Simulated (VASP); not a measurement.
A run of VASP 6.6.1:

File INCAR:

```
ALGO = Normal
EDIFF = 1E-6
ENCUT = 520
ISIF = 2
ISMEAR = -1
ISPIN = 2
LASPH = T
LCHARG = T
LELF = T
LMAXMIX = 4
LORBIT = 11
LREAL = F
LVHAR = T
LWAVE = F
MAGMOM = 0.05 0.05
NBANDS = 24
NELM = 150
NUPDOWN = 0.1
PREC = Accurate
SIGMA = 0.05
```

The input KPOINTS:

```
k-points
0
Gamma
  11 11 7
```

Contents of POSCAR:

```
VMo
1.0
    1.5372777900     -2.2240280561      0.0000000000
    1.5372777900      2.2240280561      0.0000000000
    0.0000000000      0.0000000000      4.2290126323
V Mo
1 1
Direct
    0.5000000000      0.5000000000      0.5000000000
    0.0000000000      0.0000000000      0.0000000000
```

Potentials or basis: VASP PAW LDA potentials, release 64 (V_sv, Mo_sv).

The run is started by

```bash
$ cat potpaw_LDA.64/V_sv/POTCAR potpaw_LDA.64/Mo_sv/POTCAR > POTCAR
$ mpirun -np 1 vasp_std > vasp.out
```

Hardware: 1 thread of Intel Xeon 8259CL (shared host).

Q: Estimate the wall time of this run.

A: It took 2.5 min on 1 thread of Intel Xeon 8259CL (shared host), peak memory 0.25 GiB. Counts: scf iterations 14, k points 144.
